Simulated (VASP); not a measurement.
Lu:

```
CELL_PARAMETERS angstrom
3.47959 0.00000 0.00000
-1.73979 3.01341 0.00000
0.00000 0.00000 5.51364
ATOMIC_POSITIONS crystal
Lu 0.66667 0.33333 0.75000
Lu 0.33333 0.66667 0.25000
```

Base run:

| Item | Value |
| --- | --- |
| Program | VASP 6.6.1 |
| Functional | LDA |
| Potentials or basis | VASP PAW PBE potentials, release 64 (Lu) |
| Cutoff | 520 eV |
| k mesh | 9 × 9 × 5 |
| Occupations | fermi-dirac, width 0.05 eV |
| Spin | no spin polarisation |

Its results: band gap on the k mesh zero (bands 25 and 26 overlap by 1.39 eV); pressure -4.7 GPa.

Task: The run is repeated on the same cell with these changes: functional from LDA to PBE. What comes out?

Result: Band gap on the k mesh zero (bands 25 and 26 overlap by 1.46 eV); pressure 0.5 GPa.

PBE binds less tightly than LDA, so the same cell stands under more pressure.

Caveats: spin-orbit coupling is left out, which moves the levels of the heavy elements; the cell stands under tension (at least some runs); the PAW data sets were made with another functional, which shifts forces and pressure a little (at least some runs).
